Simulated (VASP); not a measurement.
Write the native input for VASP 6.6.1 that does the following.

```yaml
Task: electric field gradients
Functional: PBE
Potentials_or_basis: VASP PAW PBE potentials, release 64 (In_d, Sb)
Cutoff: 400 eV
k_mesh: 10 × 10 × 10
Occupations: fermi-dirac, width 0.03 eV
Spin: no spin polarisation
Dipole_correction: no
Further_INCAR_settings: ALGO = Normal; EDIFF = 1e-08; NBANDS = 16
```

The structure of InSb lies in POSCAR:

```
InSb
1.0
    0.0000000000      3.2067090000      3.2391000000
    3.2067090000      0.0000000000      3.2391000000
    3.2067090000      3.2067090000      0.0000000000
In Sb
1 1
Direct
    0.0000000000      0.0000000000      0.0000000000
    0.7500000000      0.7500000000      0.7500000000
```

This cell differs from its parent crystal: equal xx and yy strain of -1 %.

The input as run:

INCAR

```
SYSTEM = InSb
  ALGO = Normal
  EDIFF = 1E-8
  ENCUT = 400
  GGA = PE
  GGA_COMPAT = .FALSE.
  ISIF = 2
  ISMEAR = -1
  LASPH = .TRUE.
  LCHARG = .FALSE.
  LEFG = .TRUE.
  LREAL = .FALSE.
  LWAVE = .FALSE.
  NBANDS = 16
  NELM = 120
  PREC = Accurate
  SIGMA = 0.03
```

KPOINTS

```
k-points
0
G
  10 10 10
  0 0 0
```

Potentials or basis: VASP PAW PBE potentials, release 64 (In_d, Sb).

Launch:

```console
$ cat potpaw_PBE.64/In_d/POTCAR potpaw_PBE.64/Sb/POTCAR > POTCAR
$ mpirun -np 1 vasp_std > vasp.out
```

Results of the run:

- Pressure: 4.2 GPa
- Band gap on the k mesh: zero (filled and empty bands touch)

Caveat: the cell differs from its parent crystal (equal xx and yy strain of -1 %); without QUAD_EFG the Cq values of the log hold for a quadrupole moment of 1 mb, not for the nuclei; spin-orbit coupling is left out, which moves the levels of the heavy elements.

It took 2.2 min on 1 thread of Intel Xeon 8259CL, on a shared host, peak memory 0.22 GiB.
